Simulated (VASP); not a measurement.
A run of VASP 6.6.1:

File INCAR:

```
PREC = Accurate
ENCUT = 520
EDIFF = 1E-6
ISMEAR = -1
SIGMA = 0.01
LREAL = Auto
LASPH = T
NELM = 120
ALGO = Normal
ISIF = 2
LWAVE = F
LCHARG = F
GGA = PE
NBANDS = 86
NELECT = 128.0
GGA_COMPAT = F
```

Contents of KPOINTS:

```
Automatic mesh
0
Gamma
  4 4 2
```

POSCAR

```
Si16AsC15
1.0
    6.1520000000      0.0000000000      0.0000000000
   -3.0760000000      5.3277882840      0.0000000000
    0.0000000000      0.0000000000     10.0960000000
Si As C
16 1 15
Direct
    0.1666666667      0.3333333333     -0.0369282355
    0.1666666667      0.3333333333      0.5033383444
    0.1680615782      0.8340307891      0.0011917582
    0.1630106785      0.8315053393      0.5069124122
    0.6659692109      0.3319384218      0.0011917582
    0.6684946607      0.3369893215      0.5069124122
    0.6659692109      0.8340307891      0.0011917582
    0.6684946607      0.8315053393      0.5069124122
    0.3521027716      0.1478972284      0.2643760869
    0.3359733509      0.1640266491      0.7480317679
    0.3521027716      0.7042055433      0.2643760869
    0.3359733509      0.6719467017      0.7480317679
    0.7957944567      0.1478972284      0.2643760869
    0.8280532983      0.1640266491      0.7480317679
    0.8333333333      0.6666666667      0.2544214797
    0.8333333333      0.6666666667      0.7552749516
    0.1666666667      0.3333333333      0.1806130948
    0.1666666667      0.3333333333      0.6912499536
    0.1665047668      0.8332523834      0.1906646774
    0.1631573063      0.8315786532      0.6908134007
    0.6667476166      0.3334952332      0.1906646774
    0.6684213468      0.3368426937      0.6908134007
    0.6667476166      0.8332523834      0.1906646774
    0.6684213468      0.8315786532      0.6908134007
    0.3354571132      0.1645428868      0.4468705791
    0.3372089345      0.1627910655      0.9337144912
    0.3354571132      0.6709142264      0.4468705791
    0.3372089345      0.6744178690      0.9337144912
    0.8290857736      0.1645428868      0.4468705791
    0.8255821310      0.1627910655      0.9337144912
    0.8333333333      0.6666666667      0.4408034773
    0.8333333333      0.6666666667      0.9435014133
```

Potentials or basis: VASP PAW PBE potentials, release 64 (Si, As, C).

The run is started by

```sh
$ cat potpaw_PBE.64/Si/POTCAR potpaw_PBE.64/As/POTCAR potpaw_PBE.64/C/POTCAR > POTCAR
$ mpirun -np 1 vasp_std > vasp.out
```

Hardware: 1 thread of Intel Xeon 8259CL (shared host).

Task: How long does it take, and how much memory?

Result: Wall time 11 min on 1 thread of Intel Xeon 8259CL, on a shared host, peak memory 0.51 GiB. Counts: scf iterations 15, k points 8.
